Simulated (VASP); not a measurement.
Runs of VASP 6.6.1 on Bi. The structure is that of space group Fd-3m (No. 227), or close to it. The cells are those of the table. 

```tsv
task	cell	cutoff (eV)	gap on the mesh (eV)	pressure (GPa)
relaxation of cell and atoms	relaxed to 15 GPa from a = 5.049 Å, angles 60.0°, 2 atoms	600	none	15.0
single point	a = 4.453 Å, angles 60.0°, 2 atoms	520	none	29.9
single point	a = 4.652 Å, angles 60.0°, 2 atoms	520	none	(a)
relaxation of cell and atoms	relaxed to 30 GPa from a = 5.049 Å, angles 60.0°, 2 atoms	600	none	30.0
single point	a = 4.320 Å, angles 60.0°, 2 atoms	520	none	44.9
```

Alike in all rows: level PBEsol; potentials or basis VASP PAW PBE potentials, release 64 (Bi_d); no spin polarisation; k mesh 6 × 6 × 6; smearing fermi-dirac 0.1 eV.

**Question.** Estimate the missing entries.

**Answer.** (a) 14.9.

Caveats: the PAW data sets were made with another functional, which shifts forces and pressure a little; spin-orbit coupling is left out, which moves the levels of the heavy elements; the cell is relaxed towards a set pressure, so the enthalpy falls and the energy may rise (some runs).

A k mesh can miss the band edges, and the runs leave out spin-orbit coupling on Bi.

A gap of «none» marks levels without a gap at the run's occupations.
